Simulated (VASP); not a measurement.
# Cu in VASP: further runs

Runs on Cu. Level: PBEsol. Tasks: single point.

Program: VASP 6.6.1. These are calculated values, not measurements. Logs are shortened: lines on timing, memory, paths and dates and some standing lists are left out, and cuts for length are marked.

## (1) The cell of the first run

It takes space group I4/mmm (No. 139, tetragonal). The conventional cell has a = 2.620 Å, b = 2.620 Å, c = 3.796 Å, α = 90.00°, β = 90.00°, γ = 90.00°. Within 3.5 Å of Cu (site symmetry 4/mmm) lie 12 Cu at 2.62 to 2.65 Å.

## (2) Single point, PBEsol (strain +0.025 along x and y, +0.050 along z)

INCAR

```
PREC = Accurate
ENCUT = 520
EDIFF = 1E-7
ISMEAR = 0
SIGMA = 0.15
LREAL = F
LASPH = T
NELM = 80
ALGO = Normal
ISIF = 2
LWAVE = F
LCHARG = F
GGA = PS
NBANDS = 12
```

KPOINTS

```
Automatic mesh
0
Gamma
  22 22 22
```

POSCAR

```
Cu
1.0
    0.0000000000      1.8526875000      1.8978750000
    1.8526875000      0.0000000000      1.8978750000
    1.8526875000      1.8526875000      0.0000000000
Cu
1
Direct
    0.0000000000      0.0000000000      0.0000000000
```

Potentials or basis: VASP PAW PBE potentials, release 64 (Cu).

On the command line:

```bash
cat potpaw_PBE.64/Cu/POTCAR > POTCAR
mpirun -np 1 vasp_std > vasp.out
```

OUTCAR:

```text
PREC = Accurate
   ENCUT = 520
   EDIFF = 1E-7
   ISMEAR = 0
   LREAL = F
   LASPH = T
   NELM = 80
   ISIF = 2
   GGA = PS

 ion  position               nearest neighbor table
   1  0.000  0.000  0.000-

  LATTYP: Found a body centered tetragonal cell.
 ALAT       =     2.6200957893
 C/A-ratio  =     1.4487065761

  Lattice vectors:

 A1 = (  -1.8526875000,   0.0000000000,   1.8978750000)
 A2 = (   1.8526875000,   0.0000000000,   1.8978750000)
 A3 = (   0.0000000000,   1.8526875000,  -1.8978750000)

Analysis of symmetry for initial positions (statically):
=====================================================================
 Subroutine PRICEL returns:
 Original cell was already a primitive cell.

 Routine SETGRP: Setting up the symmetry group for a
 body centered tetragonal supercell.

 Subroutine GETGRP returns: Found 16 space group operations
 (whereof 16 operations were pure point group operations)
 out of a pool of 16 trial point group operations.

The static configuration has the point symmetry D_4h.

Analysis of symmetry for dynamics (positions and initial velocities):
=====================================================================
 Subroutine PRICEL returns:
 Original cell was already a primitive cell.

 Routine SETGRP: Setting up the symmetry group for a
 body centered tetragonal supercell.

 Subroutine GETGRP returns: Found 16 space group operations
 (whereof 16 operations were pure point group operations)
 out of a pool of 16 trial point group operations.

The dynamic configuration has the point symmetry D_4h.

 Subroutine INISYM returns: Found 16 space group operations
 (whereof 16 operations are pure point group operations),
 and found     1 'primitive' translations

----------------------------------------------------------------------------------------

                                     Primitive cell

  volume of cell :      13.0287

  direct lattice vectors                    reciprocal lattice vectors
     0.000000000  1.852687500  1.897875000    -0.269878217  0.269878217  0.263452546
     1.852687500  0.000000000  1.897875000     0.269878217 -0.269878217  0.263452546
     1.852687500  1.852687500  0.000000000     0.269878217  0.269878217 -0.263452546

  length of vectors
     2.652240654  2.652240654  2.620095789     0.463762599  0.463762599  0.463762599

  position of ions in fractional coordinates (direct lattice)
     0.000000000  0.000000000  0.000000000

  ion indices of the primitive-cell ions
   primitive index   ion index
                 1           1

----------------------------------------------------------------------------------------

 KPOINTS: Automatic mesh

Automatic generation of k-mesh.
 Grid dimensions read from file:
 generate k-points for:   22   22   22

 Generating k-lattice:

  Cartesian coordinates                     Fractional coordinates (reciprocal lattice)
    -0.012267192  0.012267192  0.011975116     0.045454545 -0.000000000  0.000000000
     0.012267192 -0.012267192  0.011975116    -0.000000000  0.045454545  0.000000000
     0.012267192  0.012267192 -0.011975116     0.000000000  0.000000000  0.045454545

  Length of vectors
     0.021080118  0.021080118  0.021080118

  Shift w.r.t. Gamma in fractional coordinates (k-lattice)
     0.000000000  0.000000000  0.000000000

 Subroutine IBZKPT returns following result:
 ===========================================

 Found    834 irreducible k-points:

 Following reciprocal coordinates:
            Coordinates               Weight
  0.000000  0.000000  0.000000      1.000000
  0.045455  0.000000  0.000000      8.000000
  0.090909  0.000000  0.000000      8.000000
  0.136364 -0.000000  0.000000      8.000000
  0.181818 -0.000000  0.000000      8.000000
  0.227273 -0.000000  0.000000      8.000000
[... 16 lines left out ...]
  0.500000  0.045455  0.000000      8.000000
 -0.454545  0.045455  0.000000      8.000000
 [... further k-points ...]
   k-points           NKPTS =    834   k-points in BZ     NKDIM =    834   number of bands    NBANDS=     12
   number of dos      NEDOS =    301   number of ions     NIONS =      1
   total plane-waves  NPLWV =   8000
   dimension x,y,z NGX =    20 NGY =   20 NGZ =   20
   dimension x,y,z NGXF=    40 NGYF=   40 NGZF=   40
   ions per type =               1
   NGX,Y,Z   is equivalent  to a cutoff of  12.54, 12.54, 12.69 a.u.
   NGXF,Y,Z  is equivalent  to a cutoff of  25.07, 25.07, 25.38 a.u.
 SYSTEM =  unknown system
   PREC   = accura    normal or accurate (medium, high low for compatibility)
   ISTART =      0    job   : 0-new  1-cont  2-samecut
   ICHARG =      2    charge: 1-file 2-atom 10-const
   ISPIN  =      1    spin polarized calculation?
   LNONCOLLINEAR =      F non collinear calculations
   LSORBIT =      F    spin-orbit coupling
   LASPH  =      T    aspherical Exc in radial PAW
   ENCUT  =  520.0 eV  38.22 Ry    6.18 a.u.   4.93  4.93  4.87*2*pi/ulx,y,z
   NELM   =     80;   NELMIN=  2; NELMDL= -5     # of ELM steps
   EDIFF  = 0.1E-06   stopping-criterion for ELM
   LREAL  =      F    real-space projection
   EDIFFG = 0.1E-05   stopping-criterion for IOM
   NSW    =      0    number of steps for IOM
   IBRION =     -1    ionic relax: 0-MD 1-quasi-New 2-CG
   NFREE  =      0    steps in history (QN), initial steepest desc. (CG)
   ISIF   =      2    stress and relaxation
   ISYM   =      2    0-nonsym 1-usesym 2-fastsym
   POTIM  = 0.5000    time-step for ionic-motion
   TEBEG  =    0.0;   TEEND  =   0.0 temperature during run
   PSTRESS=    0.0 pullay stress
   NELECT =      11.0000    total number of electrons
   NUPDOWN=      -1.0000    fix difference up-down
   EMIN   =  10.00;   EMAX   =-10.00  energy-range for DOS
   EFERMI =   0.00;   METHOD = LEGACY
   ISMEAR =     0;   SIGMA  =   0.15  broadening in eV -4-tet -1-fermi 0-gaus
   EFERMI_NEDOS =   21; number of points for ismear=-14 and -15
   IALGO  =     38    algorithm
   IMIX   =      4    mixing-type and parameters
     AMIX     =   0.40;   BMIX     =  1.00
     AMIX_MAG =   1.60;   BMIX_MAG =  1.00
  volume/ion in A,a.u.               =      13.03        87.92
  Fermi-wavevector in a.u.,A,eV,Ry     =   1.547290  2.923954 32.573798  2.394107
  Thomas-Fermi vector in A             =   2.652405
   LORBIT       =      0    0 simple, 1 ext, 2 COOP (PROOUT), +10 PAW based schemes
   GGA     = PS    functional components
   LHFCALC =     F    Hartree Fock is set to
   AEXX    =    0.0000 exact exchange contribution
   IVDW    =     0    specifies the selected vdW correction
   LEPSILON=     F    determine dielectric tensor
   LRPA    =     F    only Hartree local field effects (RPA)
 non-spin polarized calculation
 Gauss-broadening in eV      SIGMA  =   0.15
  energy-cutoff  :      520.00
  volume of cell :       13.03
 maximum number of plane-waves:       362
   NGX =  9   NGY =  9   NGZ =  9

 number of electron      11.0000001 magnetization

 Free energy of the ion-electron system (eV)
  ---------------------------------------------------
  ext. energy  EPLUGINS =         0.00000000
  ---------------------------------------------------
  free energy    TOTEN  =        -4.21589373 eV

  energy without entropy =       -4.21294361  energy(sigma->0) =       -4.21441867

 E-fermi :   6.2320     XC(G=0): -12.3451

 val. band max:        6.2316364826   @ k =   0.5000   0.1818   0.0455
 cond. band min:       6.2590801680   @ k =  -0.1818   0.3182   0.1818
 fundamental gap:      0.0274436853
 Fermi energy:         6.2319608449

 k-point     1 :       0.0000    0.0000    0.0000
  band No.  band energies     occupation
      1      -2.4153      2.00000
      2       3.4385      2.00000
      3       3.5428      2.00000
      4       3.5428      2.00000
      5       4.1688      2.00000
      6       4.2715      2.00000
      7      28.0493      0.00000
      8      29.9037      0.00000
      9      29.9253      0.00000
     10      29.9253      0.00000
     11      32.3469      0.00000
     12      32.3469      0.00000

 k-point     2 :       0.0455    0.0000    0.0000
  band No.  band energies     occupation
      1      -2.3450      2.00000
      2       3.4419      2.00000
      3       3.5384      2.00000
      4       3.5553      2.00000
      5       4.1647      2.00000
      6       4.2658      2.00000
      7      27.5506      0.00000
      8      28.9792      0.00000
      9      29.6490      0.00000
     10      29.6884      0.00000
     11      32.6940      0.00000
     12      32.7395      0.00000

 k-point     3 :       0.0909    0.0000    0.0000
  band No.  band energies     occupation
      1      -2.1355      2.00000
      2       3.4331      2.00000
      3       3.5430      2.00000
      4       3.5897      2.00000
      5       4.1560      2.00000
      6       4.2513      2.00000
      7      25.6610      0.00000
      8      28.5573      0.00000
      9      29.1190      0.00000
     10      29.2040      0.00000
     11      33.5018      0.00000
     12      33.5683      0.00000

 k-point     4 :       0.1364   -0.0000    0.0000
  band No.  band energies     occupation
      1      -1.7913      2.00000
      2       3.3918      2.00000
      3       3.5730      2.00000
      4       3.6364      2.00000
      5       4.1534      2.00000
      6       4.2371      2.00000
      7      23.3957      0.00000
      8      28.3503      0.00000
      9      28.6065      0.00000
     10      28.6997      0.00000
     11      34.1648      0.00000
     12      34.4990      0.00000

 k-point     5 :       0.1818   -0.0000    0.0000
  band No.  band energies     occupation
      1      -1.3216      2.00000
      2       3.3380      2.00000
      3       3.6024      2.00000
      4       3.6780      2.00000
      5       4.1745      2.00000
      6       4.2393      2.00000
      7      21.1311      0.00000
      8      27.9398      0.00000
      9      28.2516      0.00000
     10      28.3127      0.00000
     11      33.7412      0.00000
     12      34.6654      0.00000
[... 228 lines left out ...]
      1       1.4165      2.00000
      2       3.4532      2.00000
      3       3.6037      2.00000
      4       3.9781      2.00000
      5       4.6329      2.00000
      6       4.7810      2.00000
      7      11.9698      0.00000
      8      26.0608      0.00000
      9      26.1383      0.00000
     10      26.8679      0.00000
     11      30.4627      0.00000
     12      31.9859      0.00000

 k-point    22 :       0.4545    0.0455    0.0000
  band No.  band energies     occupation
      1       1.6335      2.00000
      2       3.4244      2.00000
      3       3.5732      2.00000
      4       4.3554      2.00000
      5       4.6796      2.00000
      6       5.2256      2.00000
      7      10.5167      0.00000
      8      25.5380      0.00000
      9      26.3026      0.00000
     10      26.7906      0.00000
     11      30.4231      0.00000
     12      31.3623      0.00000

 k-point    23 :       0.5000    0.0455    0.0000
  band No.  band energies     occupation
      1       1.7126      2.00000
      2       3.4130      2.00000
      3       3.5564      2.00000
      4       4.4988      2.00000
      5       4.6920      2.00000
      6       5.7211      2.00000
      7       9.6192      0.00000
      8      25.1128      0.00000
      9      26.5887      0.00000
     10      26.8339      0.00000
     11      30.5006      0.00000
     12      30.8862      0.00000

 k-point    24 :      -0.4545    0.0455    0.0000
  band No.  band energies     occupation
      1       1.7009      2.00000
      2       3.4197      2.00000
      3       3.5561      2.00000
      4       4.4874      2.00000
      5       4.6671      2.00000
      6       5.6241      2.00000
      7       9.7912      0.00000
      8      24.8144      0.00000
      9      26.9793      0.00000
     10      26.9854      0.00000
     11      30.5708      0.00000
     12      30.7041      0.00000

 [... further k-points ...]

------------------------ aborting loop because EDIFF is reached ----------------------------------------

  FORCE on cell =-STRESS in cart. coord.  units (eV):
  Direction    XX          YY          ZZ          XY          YZ          ZX
  --------------------------------------------------------------------------------------
  -------------------------------------------------------------------------------------
  Total       -1.2673257     -1.2673257     -1.3608219      0.0000000      0.0000000     -0.0000000
  in kB     -155.8464442   -155.8464442   -167.3439214      0.0000000      0.0000000     -0.0000000
  external PRESSURE =    -159.6789366 kB  Pullay stress =       0.0000000 kB

 VOLUME and BASIS-vectors are now :
 -----------------------------------------------------------------------------
  energy-cutoff  :      520.00
  volume of cell :       13.03
      direct lattice vectors                 reciprocal lattice vectors
     0.000000000  1.852687500  1.897875000    -0.269878217  0.269878217  0.263452546
     1.852687500  0.000000000  1.897875000     0.269878217 -0.269878217  0.263452546
     1.852687500  1.852687500  0.000000000     0.269878217  0.269878217 -0.263452546

 POSITION                                       TOTAL-FORCE (eV/Angst)
 -----------------------------------------------------------------------------------
      0.00000      0.00000      0.00000         0.000000      0.000000     -0.000000
 -----------------------------------------------------------------------------------
    total drift:                                0.000000      0.000000      0.000000

  FREE ENERGIE OF THE ION-ELECTRON SYSTEM (eV)
  ---------------------------------------------------
  free  energy   TOTEN  =        -4.2158937262 eV

  energy  without entropy=       -4.2129436072  energy(sigma->0) =       -4.21441867
```

Run time: 62 s. Hardware: 1 thread of Intel Xeon Platinum 8488C (Sapphire Rapids), shared host; peak memory 0.23 GiB.

What came out:

- Free energy: -4.2159 eV
- Pressure: -16.0 GPa

Stress tensor (GPa, compression positive):
```
-15.58   0.00   0.00
  0.00 -15.58   0.00
  0.00   0.00 -16.73
```

Caveat: the cell differs from its parent crystal (strain +0.025 along x and y, +0.050 along z); the PAW data sets were made with another functional, which shifts forces and pressure a little.

## (3) Single point, PBEsol (strain +0.050 along x and y, +0.025 along z)

INCAR

```
SYSTEM = Cu
PREC = Accurate
ENCUT = 520
EDIFF = 1E-6
ISMEAR = 0
SIGMA = 0.15
LREAL = .False.
LASPH = .True.
NELM = 100
ALGO = Normal
ISIF = 2
LWAVE = .False.
LCHARG = .True.
GGA = PS
LELF = .True.
LVHAR = .True.
NBANDS = 12
```

KPOINTS

```
regular mesh
0
Gamma
  22 22 22
  0 0 0
```

POSCAR

```
Cu
1.0
    0.0000000000      1.8978750000      1.8526875000
    1.8978750000      0.0000000000      1.8526875000
    1.8978750000      1.8978750000      0.0000000000
Cu
1
Direct
    0.0000000000      0.0000000000      0.0000000000
```

Potentials or basis: VASP PAW PBE potentials, release 64 (Cu).

On the command line:

```bash
cat potpaw_PBE.64/Cu/POTCAR > POTCAR
mpirun -np 1 vasp_std > vasp.out
```

Run time: 58 s. Hardware: 1 thread of Intel Xeon Platinum 8488C (Sapphire Rapids), shared host; peak memory 0.23 GiB.

Results (log left out):

```yaml
Free_energy: -4.1827 eV
Pressure: -17.7 GPa
```

Stress tensor (GPa, compression positive):
```
-18.01   0.00   0.00
  0.00 -18.01   0.00
  0.00   0.00 -17.07
```

Levels at points of the mesh, in eV from the Fermi level:
```tsv
k point	band 2	band 3	band 4	band 5	band 6	band 7	band 8	band 9	band 10	band 11
(0.00, 0.00, 0.00)	-2.69	-2.69	-2.60	-2.02	-1.93	21.62	23.31	23.31	23.33	25.73
(0.50, 0.00, 0.00)	-2.73	-2.63	-1.52	-1.48	-0.68	3.18	19.84	19.87	20.88	23.06
(0.50, 0.50, 0.00)	-3.82	-1.52	-1.38	-1.38	1.88	6.70	11.79	11.79	16.08	18.00
(0.50, 0.00, 0.50)	-3.81	-1.52	-1.42	-1.36	1.41	6.10	12.29	12.36	16.52	18.53
```

Caveat: the cell differs from its parent crystal (strain +0.050 along x and y, +0.025 along z); the PAW data sets were made with another functional, which shifts forces and pressure a little.

## (4) Single point, PBEsol (strain -0.050 along x and y, -0.050 along z)

INCAR

```
SYSTEM = Cu
ALGO     = Normal         ! electronic algorithm
EDIFF    = 1E-7           ! SCF threshold, eV
ENCUT    = 520            ! plane-wave cutoff, eV
GGA      = PS             ! functional
ISIF     = 2              ! what is computed and relaxed
ISMEAR   = 0              ! smearing method
LASPH    = .True.         ! aspherical terms in the spheres
LCHARG   = .True.         ! write CHGCAR
LELF     = .True.         ! ELF
LREAL    = .False.        ! projectors in reciprocal space
LVHAR    = .True.       
LWAVE    = .False.        ! write WAVECAR
NBANDS   = 12             ! bands
NELM     = 60             ! most SCF steps
PREC     = Accurate       ! precision mode
SIGMA    = 0.15           ! smearing width, eV
```

KPOINTS

```
k-points
0
Gamma
  22 22 22
  0 0 0
```

POSCAR

```
Cu
1.0
    0.0000000000      1.7171250000      1.7171250000
    1.7171250000      0.0000000000      1.7171250000
    1.7171250000      1.7171250000      0.0000000000
Cu
1
Direct
    0.0000000000      0.0000000000      0.0000000000
```

On the command line:

```bash
cat potpaw_PBE.64/Cu/POTCAR > POTCAR
mpirun -np 1 vasp_std > vasp.out
```

Run time: 31 s. Hardware: 1 thread of Intel Xeon Platinum 8375C at 2.90GHz (Ice Lake), shared host; peak memory 0.14 GiB.

Results (log left out):

```
Free energy : -4.2229 eV
Pressure    : 25.4 GPa
```

Levels at points of the mesh, in eV from the Fermi level:
```tsv
k point	band 3	band 4	band 5	band 6	band 7	band 8	band 9	band 10
(0.00, 0.00, 0.00)	-3.58	-3.58	-2.52	-2.52	23.76	27.61	27.61	27.61
(0.50, 0.00, 0.00)	-3.62	-1.81	-1.81	-1.55	4.55	22.18	24.48	24.48
(0.50, 0.50, 0.00)	-1.82	-1.63	-1.63	1.31	8.21	14.24	14.24	19.19
```

Caveat: the cell differs from its parent crystal (strain -0.050 along x and y, -0.050 along z); the PAW data sets were made with another functional, which shifts forces and pressure a little.

## (5) Single point, PBEsol (strain -0.025 along x and y, -0.025 along z)

INCAR

```
PREC = Accurate
ENCUT = 520
EDIFF = 1E-7
ISMEAR = 0
SIGMA = 0.15
LREAL = F
LASPH = T
NELM = 80
ALGO = Fast
ISIF = 2
LWAVE = F
LCHARG = F
GGA = PS
NBANDS = 12
```

KPOINTS

```
Automatic mesh
0
Gamma
  22 22 22
```

POSCAR

```
Cu
1.0
    0.0000000000      1.7623125000      1.7623125000
    1.7623125000      0.0000000000      1.7623125000
    1.7623125000      1.7623125000      0.0000000000
Cu
1
Direct
    0.0000000000      0.0000000000      0.0000000000
```

On the command line:

```bash
cat potpaw_PBE.64/Cu/POTCAR > POTCAR
mpirun -np 1 vasp_std > vasp.out
```

Run time: 44 s. Hardware: 1 thread of Intel Xeon Platinum 8375C at 2.90GHz (Ice Lake), shared host; peak memory 0.15 GiB.

It converged, with:

```yaml
Free_energy: -4.3024 eV
Pressure: 6.7 GPa
```

Levels at points of the mesh, in eV from the Fermi level:
```csv
k point,band 3,band 4,band 5,band 6,band 7,band 8,band 9,band 10
"(0.00, 0.00, 0.00)",-3.27,-3.27,-2.34,-2.34,23.18,26.40,26.40,26.40
"(0.50, 0.00, 0.00)",-3.31,-1.70,-1.70,-1.27,4.13,21.64,23.22,23.22
"(0.50, 0.50, 0.00)",-1.72,-1.54,-1.54,1.39,7.64,13.63,13.63,18.35
```

Caveat: the cell differs from its parent crystal (strain -0.025 along x and y, -0.025 along z); the PAW data sets were made with another functional, which shifts forces and pressure a little.

## (6) Summary

| cell | gap on the mesh (eV) | pressure (GPa) |
| --- | --- | --- |
| a = 2.652, b = 2.652, c = 2.620 Å, angles 60.4, 60.4, 59.2°, 1 atom | none | -16.0 |
| a = 2.652, b = 2.652, c = 2.684 Å, angles 59.6, 59.6, 60.8°, 1 atom | none | -17.7 |
| a = 2.428 Å, angles 60.0°, 1 atom | none | 25.4 |
| a = 2.492 Å, angles 60.0°, 1 atom | none | 6.7 |

Alike in all rows: task single point; level PBEsol; potentials or basis VASP PAW PBE potentials, release 64 (Cu); no spin polarisation; k mesh 22 × 22 × 22; cutoff (eV) 520; smearing gaussian 0.15 eV.

Caveats: the PAW data sets were made with another functional, which shifts forces and pressure a little.

Absolute energies hang on the potentials; compare differences alone.
